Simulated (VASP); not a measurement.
Wanted: the native input for a VASP 6.6.1 run.

```
Task                   : single point
Functional             : PBE
Potentials or basis    : VASP PAW PBE potentials, release 64 (Ti_sv)
Cutoff                 : 520 eV
k mesh                 : 18 × 18 × 18
Occupations            : fermi-dirac, width 0.08 eV
Spin                   : no spin polarisation
Dipole correction      : no
Further INCAR settings : ALGO = Normal; EDIFF = 1e-06; NBANDS = 12
```

The structure of Ti lies in POSCAR:

```
Ti
1.0
    0.0000000000      1.8088397809      1.8088397809
    1.8088397809      0.0000000000      1.8088397809
    1.8088397809      1.8088397809      0.0000000000
Ti
1
Direct
    0.0000000000      0.0000000000      0.0000000000
```

This isn't the form of Ti at room conditions, which is hcp.

One way to write it, as run:

INCAR

```
SYSTEM = Ti
  PREC = Accurate
  ENCUT = 520
  EDIFF = 1E-6
  ISMEAR = -1
  SIGMA = 0.08
  LREAL = .FALSE.
  LASPH = .TRUE.
  NELM = 100
  ALGO = Normal
  ISIF = 2
  LWAVE = .FALSE.
  LCHARG = .FALSE.
  GGA = PE
  NBANDS = 12
```

KPOINTS

```
Automatic mesh
0
G
  18 18 18
  0 0 0
```

Potentials or basis: VASP PAW PBE potentials, release 64 (Ti_sv).

The run is started by

```bash
$ cat potpaw_PBE.64/Ti_sv/POTCAR > POTCAR
$ mpirun -np 1 vasp_std > vasp.out
```

Results of the run:

| Quantity | Value |
| --- | --- |
| Pressure | 75.9 GPa |
| Band gap on the k mesh | zero (bands 6 and 7 overlap by 1.76 eV) |

Caveat: the cell stands under pressure.

Wall time 39 s on 1 thread of Intel Xeon 8259CL, on a shared host, peak memory 0.14 GiB.
